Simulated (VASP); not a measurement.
# Sc (P-1) in VASP: density of states with PBEsol+D3(BJ)

Aim: the density of states of Sc with PBEsol+D3(BJ).

All numbers are computed with VASP 6.6.1; they aren't measurements. Logs are shortened: lines on timing, memory, paths and dates and some standing lists are left out, and cuts for length are marked.

**1. The cell of the first run**

The typed cell holds 1 atom: a = 3.527 Å, b = 3.339 Å, c = 3.332 Å, α = 59.82°, β = 60.19°, γ = 58.22°.

**2. Density of states, PBEsol+D3(BJ)**

File POSCAR:

```
Sc
1.0
   -0.0408726455      2.4568505442      2.5307944206
    2.2966710113      0.0670814706      2.4228403046
    2.3296420143      2.3818674312      0.0341104676
Sc
1
Direct
    0.0000000000      0.0000000000      0.0000000000
```

File INCAR.step1:

```
ALGO = Normal
EDIFF = 1E-7
ENCUT = 520
GGA = PS
ISIF = 2
ISMEAR = 0
IVDW = 12
LASPH = T
LCHARG = T
LMAXMIX = 4
LREAL = F
LWAVE = F
NBANDS = 12
NELECT = 9.0
NELM = 60
PREC = Accurate
SIGMA = 0.1
```

File KPOINTS.step1:

```
k-points
0
Gamma
  2 2 2
```

File INCAR.step2:

```
ALGO = Normal
EDIFF = 1E-7
ENCUT = 520
GGA = PS
ICHARG = 11
ISIF = 2
ISMEAR = 0
IVDW = 12
LASPH = T
LCHARG = F
LMAXMIX = 4
LORBIT = 10
LREAL = F
LWAVE = F
NEDOS = 1001
NELECT = 9.0
NELM = 60
PREC = Accurate
SIGMA = 0.1
```

File KPOINTS.step2:

```
k-points
0
Gamma
  3 3 3
```

Potentials or basis: VASP PAW PBE potentials, release 64 (Sc_sv).

Started as:

```sh
cat potpaw_PBE.64/Sc_sv/POTCAR > POTCAR
cp INCAR.step1 INCAR
cp KPOINTS.step1 KPOINTS
mpirun -np 1 vasp_std > vasp.out
cp INCAR.step2 INCAR
cp KPOINTS.step2 KPOINTS
mpirun -np 1 vasp_std > vasp.out
```

OUTCAR:

```text
EDIFF = 1E-7
   ENCUT = 520
   GGA = PS
   ICHARG = 11
   ISIF = 2
   ISMEAR = 0
   IVDW = 12
   LASPH = T
   LORBIT = 10
   LREAL = F
   NELECT = 9.0
   NELM = 60
   PREC = Accurate
 IVDW          = 12

 ion  position               nearest neighbor table
   1  0.000  0.000  0.000-

  LATTYP: Found a triclinic cell.
 ALAT       =     8.7976398133
 B/A-ratio  =     0.9993630204
 C/A-ratio  =     0.9150118406
 COS(alpha) =     0.0115958815
 COS(beta)  =     0.6185156005
 COS(gamma) =     0.7916623280

  Lattice vectors:

 A1 = (   2.3955840203,   7.0114393524,  -4.7433492064)
 A2 = (   7.0297986884,   4.6887517494,  -2.4284630178)
 A3 = (  -4.6012436651,   4.6374735636,  -4.7036160256)

Analysis of symmetry for initial positions (statically):
=====================================================================
 Subroutine PRICEL returns:
 Original cell was already a primitive cell.

 Routine SETGRP: Setting up the symmetry group for a
 triclinic supercell.

 Subroutine GETGRP returns: Found  2 space group operations
 (whereof  2 operations were pure point group operations)
 out of a pool of  2 trial point group operations.

The static configuration has the point symmetry S_2 .

Analysis of symmetry for dynamics (positions and initial velocities):
=====================================================================
 Subroutine PRICEL returns:
 Original cell was already a primitive cell.

 Routine SETGRP: Setting up the symmetry group for a
 triclinic supercell.

 Subroutine GETGRP returns: Found  2 space group operations
 (whereof  2 operations were pure point group operations)
 out of a pool of  2 trial point group operations.

The dynamic configuration has the point symmetry S_2 .

 Subroutine INISYM returns: Found  2 space group operations
 (whereof  2 operations are pure point group operations),
 and found     1 'primitive' translations

----------------------------------------------------------------------------------------

                                     Primitive cell

  volume of cell :      27.3595

  direct lattice vectors                    reciprocal lattice vectors
    -0.040872645  2.456850544  2.530794421    -0.210844343  0.203439742  0.194231973
     2.296671011  0.067081471  2.422840305     0.217263182 -0.215546291  0.212757361
     2.329642014  2.381867431  0.034110468     0.211363024  0.216064973 -0.206338522

  length of vectors
     3.527421944  3.339064659  3.331919552     0.351524003  0.372732060  0.365969925

  position of ions in fractional coordinates (direct lattice)
     0.000000000  0.000000000  0.000000000

  ion indices of the primitive-cell ions
   primitive index   ion index
                 1           1

----------------------------------------------------------------------------------------

 KPOINTS: k-points

Automatic generation of k-mesh.
 Grid dimensions read from file:
 generate k-points for:    3    3    3

 Generating k-lattice:

  Cartesian coordinates                     Fractional coordinates (reciprocal lattice)
    -0.070281448  0.067813247  0.064743991     0.333333333  0.000000000  0.000000000
     0.072421061 -0.071848764  0.070919120     0.000000000  0.333333333  0.000000000
     0.070454341  0.072021658 -0.068779507     0.000000000  0.000000000  0.333333333

  Length of vectors
     0.117174668  0.124244020  0.121989975

  Shift w.r.t. Gamma in fractional coordinates (k-lattice)
     0.000000000  0.000000000  0.000000000

 Subroutine IBZKPT returns following result:
 ===========================================

 Found     14 irreducible k-points:

 Following reciprocal coordinates:
            Coordinates               Weight
  0.000000  0.000000  0.000000      1.000000
  0.333333  0.000000  0.000000      2.000000
 -0.000000  0.333333 -0.000000      2.000000
  0.333333  0.333333  0.000000      2.000000
 -0.333333  0.333333 -0.000000      2.000000
 -0.000000 -0.000000  0.333333      2.000000
  0.333333 -0.000000  0.333333      2.000000
 -0.333333 -0.000000  0.333333      2.000000
 -0.000000  0.333333  0.333333      2.000000
  0.333333  0.333333  0.333333      2.000000
 -0.333333  0.333333  0.333333      2.000000
  0.000000 -0.333333  0.333333      2.000000
  0.333333 -0.333333  0.333333      2.000000
 -0.333333 -0.333333  0.333333      2.000000
   k-points           NKPTS =     14   k-points in BZ     NKDIM =     14   number of bands    NBANDS=      8
   number of dos      NEDOS =   1001   number of ions     NIONS =      1
   total plane-waves  NPLWV =  21952
   dimension x,y,z NGX =    28 NGY =   28 NGZ =   28
   dimension x,y,z NGXF=    56 NGYF=   56 NGZF=   56
   ions per type =               1
   NGX,Y,Z   is equivalent  to a cutoff of  13.20, 13.94, 13.97 a.u.
   NGXF,Y,Z  is equivalent  to a cutoff of  26.39, 27.88, 27.94 a.u.
 SYSTEM =  unknown system
   PREC   = accura    normal or accurate (medium, high low for compatibility)
   ISTART =      0    job   : 0-new  1-cont  2-samecut
   ICHARG =     11    charge: 1-file 2-atom 10-const
   ISPIN  =      1    spin polarized calculation?
   LNONCOLLINEAR =      F non collinear calculations
   LSORBIT =      F    spin-orbit coupling
   LASPH  =      T    aspherical Exc in radial PAW
   ENCUT  =  520.0 eV  38.22 Ry    6.18 a.u.   6.56  6.21  6.20*2*pi/ulx,y,z
   NELM   =     60;   NELMIN=  2; NELMDL=  0     # of ELM steps
   EDIFF  = 0.1E-06   stopping-criterion for ELM
   LREAL  =      F    real-space projection
   EDIFFG = 0.1E-05   stopping-criterion for IOM
   NSW    =      0    number of steps for IOM
   IBRION =     -1    ionic relax: 0-MD 1-quasi-New 2-CG
   NFREE  =      0    steps in history (QN), initial steepest desc. (CG)
   ISIF   =      2    stress and relaxation
   ISYM   =      2    0-nonsym 1-usesym 2-fastsym
   POTIM  = 0.5000    time-step for ionic-motion
   TEBEG  =    0.0;   TEEND  =   0.0 temperature during run
   PSTRESS=    0.0 pullay stress
   NELECT =       9.0000    total number of electrons
   NUPDOWN=      -1.0000    fix difference up-down
   EMIN   =  10.00;   EMAX   =-10.00  energy-range for DOS
   EFERMI =   0.00;   METHOD = LEGACY
   ISMEAR =     0;   SIGMA  =   0.10  broadening in eV -4-tet -1-fermi 0-gaus
   EFERMI_NEDOS =   21; number of points for ismear=-14 and -15
   IALGO  =     38    algorithm
   IMIX   =      4    mixing-type and parameters
     AMIX     =   0.40;   BMIX     =  1.00
     AMIX_MAG =   1.60;   BMIX_MAG =  1.00
  volume/ion in A,a.u.               =      27.36       184.63
  Fermi-wavevector in a.u.,A,eV,Ry     =   1.130107  2.135593 17.376573  1.277142
  Thomas-Fermi vector in A             =   2.266803
   LORBIT       =     10    0 simple, 1 ext, 2 COOP (PROOUT), +10 PAW based schemes
   GGA     = PS    functional components
   LHFCALC =     F    Hartree Fock is set to
   AEXX    =    0.0000 exact exchange contribution
   IVDW    =    12    specifies the selected vdW correction
   LEPSILON=     F    determine dielectric tensor
   LRPA    =     F    only Hartree local field effects (RPA)
 non-spin polarized calculation
 Gauss-broadening in eV      SIGMA  =   0.10
  energy-cutoff  :      520.00
  volume of cell :       27.36
 maximum number of plane-waves:       741
 NGX is ok and might be reduce to    28

 number of electron       9.0000000 magnetization

 Free energy of the ion-electron system (eV)
  ---------------------------------------------------
  ext. energy  EPLUGINS =         0.00000000
  ---------------------------------------------------
  free energy    TOTEN  =       -12.36954446 eV

  energy without entropy =      -12.36150807  energy(sigma->0) =      -12.36552626

 E-fermi :   2.8234     XC(G=0):  -7.5300

 val. band max:        2.8212905399   @ k =  -0.0000   0.3333   0.3333
 cond. band min:       3.4560894189   @ k =  -0.3333   0.3333   0.3333
 fundamental gap:      0.6347988790
 Fermi energy:         2.8234021400

 k-point     1 :       0.0000    0.0000    0.0000
  band No.  band energies     occupation
      1     -47.2135      2.00000
      2     -25.7633      2.00000
      3     -25.7443      2.00000
      4     -25.7429      2.00000
      5       0.2890      2.00000
      6       4.4610      0.00000
      7       4.7696      0.00000
      8       4.8555      0.00000

 k-point     2 :       0.3333    0.0000    0.0000
  band No.  band energies     occupation
      1     -47.1942      2.00000
      2     -25.9046      2.00000
      3     -25.7705      2.00000
      4     -25.7537      2.00000
      5       2.1042      2.00000
      6       4.4216      0.00000
      7       4.7930      0.00000
      8       4.8262      0.00000

 k-point     3 :      -0.0000    0.3333   -0.0000
  band No.  band energies     occupation
      1     -47.1858      2.00000
      2     -25.9373      2.00000
      3     -25.7810      2.00000
      4     -25.7703      2.00000
      5       2.3750      2.00000
      6       4.5483      0.00000
      7       4.5914      0.00000
      8       5.0517      0.00000

 k-point     4 :       0.3333    0.3333    0.0000
  band No.  band energies     occupation
      1     -47.1844      2.00000
      2     -25.9059      2.00000
      3     -25.8104      2.00000
      4     -25.7935      2.00000
      5       2.6860      1.94795
      6       3.5921      0.00000
      7       4.9995      0.00000
      8       5.8283      0.00000

 k-point     5 :      -0.3333    0.3333   -0.0000
  band No.  band energies     occupation
      1     -47.1755      2.00000
      2     -25.9254      2.00000
      3     -25.8731      2.00000
      4     -25.7886      2.00000
      5       3.6221      0.00000
      6       3.9201      0.00000
      7       4.3532      0.00000
      8       5.5389      0.00000
[... 67 lines left out ...]
 k-point    12 :       0.0000   -0.3333    0.3333
  band No.  band energies     occupation
      1     -47.1705      2.00000
      2     -25.9203      2.00000
      3     -25.8921      2.00000
      4     -25.8093      2.00000
      5       3.7562      0.00000
      6       3.9337      0.00000
      7       4.4773      0.00000
      8       5.3659      0.00000

 k-point    13 :       0.3333   -0.3333    0.3333
  band No.  band energies     occupation
      1     -47.1722      2.00000
      2     -25.9222      2.00000
      3     -25.8849      2.00000
      4     -25.8025      2.00000
      5       3.7103      0.00000
      6       3.9219      0.00000
      7       4.4249      0.00000
      8       5.4473      0.00000

 k-point    14 :      -0.3333   -0.3333    0.3333
  band No.  band energies     occupation
      1     -47.1750      2.00000
      2     -25.9008      2.00000
      3     -25.8909      2.00000
      4     -25.7985      2.00000
      5       3.6422      0.00000
      6       3.9417      0.00000
      7       4.3314      0.00000
      8       5.5229      0.00000

------------------------ aborting loop because EDIFF is reached ----------------------------------------

 Edisp (eV)   -0.35741

 E8    (eV) :    -0.2538

  FORCE on cell =-STRESS in cart. coord.  units (eV):
  Direction    XX          YY          ZZ          XY          YZ          ZX
  --------------------------------------------------------------------------------------
  -------------------------------------------------------------------------------------
  Total     -14.45258   -14.31927   -14.32590     0.11594    -0.59438     0.30576
  in kB    -846.34589  -838.53918  -838.92708     6.78955   -34.80672    17.90523
  external pressure =     -841.27 kB  Pullay stress =        0.00 kB

 VOLUME and BASIS-vectors are now :
 -----------------------------------------------------------------------------
  energy-cutoff  :      520.00
  volume of cell :       27.36
      direct lattice vectors                 reciprocal lattice vectors
    -0.040872645  2.456850544  2.530794421    -0.210844343  0.203439742  0.194231973
     2.296671011  0.067081471  2.422840305     0.217263182 -0.215546291  0.212757361
     2.329642014  2.381867431  0.034110468     0.211363024  0.216064973 -0.206338522

 POSITION                                       TOTAL-FORCE (eV/Angst)
 -----------------------------------------------------------------------------------
      0.00000      0.00000      0.00000         0.000000      0.000000      0.000000
 -----------------------------------------------------------------------------------
    total drift:                               -0.000000      0.000000     -0.000000

  FREE ENERGIE OF THE ION-ELECTRON SYSTEM (eV)
  ---------------------------------------------------
  free  energy   TOTEN  =       -12.7269534389 eV

  energy  without entropy=      -12.7189170419  energy(sigma->0) =      -12.72293524

 total charge

# of ion       s       p       d       tot
------------------------------------------
    1        2.193   5.964   0.196   8.353
```

It took 8.3 s on 1 thread of AMD EPYC 7R43 (Zen 3), shared host; peak memory 0.13 GiB.

Results:

* Valence electrons inside the program's atomic spheres: Sc 8.35
* Dispersion energy per atom: -0.357 eV

Levels at points of the mesh, in eV from the Fermi level:
```csv
k point,band 3,band 4,band 5,band 6,band 7,band 8
"(0.00, 0.00, 0.00)",-28.57,-28.57,-2.53,1.64,1.95,2.03
```

Caveat: the k points lie up to 1.17 Å⁻¹ apart; the cell carries a net charge on a neutralising background, which shifts energy and pressure; the cell is charged against a uniform background, so pressure and absolute levels hang on convention; three body term missing; the PAW data sets were made with another functional, which shifts forces and pressure a little; pairwise dispersion overbinds metals, which lowers pressure and volume.
